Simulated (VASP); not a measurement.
I:

```xyz
2
Lattice="4.1804 -2.1847 0.0000 4.1804 2.1847 0.0000 -3.5888 0.0000 5.4330" Properties=species:S:1:pos:R:3 pbc="T T T"
I     4.3410    0.0000    1.3996
I     0.4310    0.0000    4.0335
```

- Program: VASP 6.6.1
- Task: relaxation of cell and atoms
- Functional: PBE
- Potentials or basis: VASP PAW PBE potentials, release 64 (I)
- Cutoff: 600 eV
- k mesh: 10 × 10 × 8
- Occupations: gaussian, width 0.01 eV
- Spin: no spin polarisation

At the start: pressure 0.0 GPa; volume 49.62 Å³/atom.

Task: How do energy, volume and symmetry change on relaxing?

Result: Over 12 steps the energy falls by 4.9 meV/atom and the volume is 55.95 Å³/atom (+12.8 %); space group C2/m (No. 12, to 0.1 Å) before and after.

The path:
```
step  energy change (eV)  largest force (eV/Å)  pressure (GPa)  volume (Å³)
   1              0.0000                0.0342            0.01        99.24
   2             -0.0010                0.0401            0.24        99.29
   3             -0.0010                0.0359            0.23        99.29
   4             -0.0020                0.0320            0.20        99.92
   5             -0.0046                0.0196            0.13       101.84
   6             -0.0076                0.0058            0.01       105.71
   7             -0.0080                0.0518           -0.16       113.55
   8             -0.0085                0.0368           -0.11       110.66
   9             -0.0068                0.1113            0.29       111.73
  10             -0.0088                0.0057            0.00       110.96
  11             -0.0094                0.0054           -0.01       111.29
  12             -0.0099                0.0065           -0.02       111.90
```

Final structure:
```
I
1.0
     4.72104   -2.18771   -0.00697
     4.72104    2.18771   -0.00697
    -4.06305    0.00000    5.42311
I
2
Cartesian
  4.9031 0.0000 1.3855
  0.4759 0.0000 4.0236
```
